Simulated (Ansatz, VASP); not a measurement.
Y3Sn: VASP beside Ansatz

File INCAR:

```
PREC = Accurate
ENCUT = 500
EDIFF = 1E-6
ISMEAR = 0
SIGMA = 0.1
LREAL = False
LASPH = True
NELM = 120
ALGO = Normal
ISIF = 2
LWAVE = False
LCHARG = False
GGA = CA
NBANDS = 32
GGA_COMPAT = False
```

Contents of KPOINTS:

```
Automatic mesh
0
Gamma
  5 5 5
```

POSCAR

```
Y3Sn
1.0
    0.0000000000      3.8460590000      3.8460590000
    3.8460590000      0.0000000000      3.8460590000
    3.8460590000      3.8460590000      0.0000000000
Y Sn
3 1
Direct
    0.0000000000      0.0000000000      0.0000000000
    0.2500000000      0.2500000000      0.2500000000
    0.7500000000      0.7500000000      0.7500000000
    0.5000000000      0.5000000000      0.5000000000
```

Input for Ansatz:

```yaml
crystal:
  lattice:
    bravais: fcc
    a: 7.692118
  space_group: 225
  atoms:
    - { symbol: "Y", position: [0.0, 0.0, 0.0] }
    - { symbol: "Y", position: [0.25, 0.75, 0.75] }
    - { symbol: Sn, position: [0.5, 0.0, 0.0] }
  reduce_to_primitive: true
basis:
  ecutwfc: 470.0
kpoints:
  mp_grid:
    grid: [5, 5, 5]
hamiltonian:
  xc: lda
scf:
  occupations:
    method: gaussian
    width: 0.1
output:
  stress: true
```

Alike in both runs: task single point; functional LDA; k mesh 5 × 5 × 5; occupations gaussian, width 0.1 eV; no spin polarisation.

|  | VASP | Ansatz |
| --- | --- | --- |
| version | VASP 6.6.1 | Ansatz 0.2.0 |
| potentials or method | VASP PAW LDA potentials, release 64 (Y_sv, Sn_d), cutoff 500 eV | plane waves, PAW |
| valence electrons in the cell | 47 | 47 |

|  | VASP | Ansatz | Ansatz less VASP |
| --- | --- | --- | --- |
| pressure (GPa) | -4.7 | -4.6 | +0.05 |

LDA's correlation is that of Perdew and Zunger in VASP and of Perdew and Wang (1992) in Ansatz.
